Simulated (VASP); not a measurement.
Wanted: the native input for a VASP 6.6.1 run.

| Item | Value |
| --- | --- |
| Task | single point |
| Functional | LDA |
| Potentials or basis | VASP PAW LDA potentials, release 64 (Al) |
| Cutoff | 520 eV |
| k mesh | 18 × 18 × 10 |
| Occupations | gaussian, width 0.15 eV |
| Spin | no spin polarisation |
| Dipole correction | no |
| Further INCAR settings | ALGO = Normal; EDIFF = 1e-07; NBANDS = 10 |

The structure of Al lies in POSCAR:

```
Al
1.0
    2.7184000000      0.0000000000      0.0000000000
   -1.3592000000      2.3542034577      0.0000000000
    0.0000000000      0.0000000000      4.6862330202
Al
2
Direct
    0.6666666667      0.3333333333      0.7500000000
    0.3333333333      0.6666666667      0.2500000000
```

The input as run:

INCAR

```
PREC = Accurate
ENCUT = 520
EDIFF = 1E-7
ISMEAR = 0
SIGMA = 0.15
LREAL = False
LASPH = True
NELM = 100
ALGO = Normal
ISIF = 2
LWAVE = False
LCHARG = False
NBANDS = 10
```

KPOINTS

```
Automatic mesh
0
Gamma
  18 18 10
```

Potentials or basis: VASP PAW LDA potentials, release 64 (Al).

The run is started by

```console
$ cat potpaw_LDA.64/Al/POTCAR > POTCAR
$ mpirun -np 1 vasp_std > vasp.out
```

Results of the run:

The pressure is 6.0 GPa and the band gap on the k mesh is zero (band 3 reaches 12.71 eV, above the bottom of band 4 at 5.61 eV).

Run time: 26 s on 1 thread of Intel Xeon 6975P-C (shared host), peak memory 0.16 GiB.
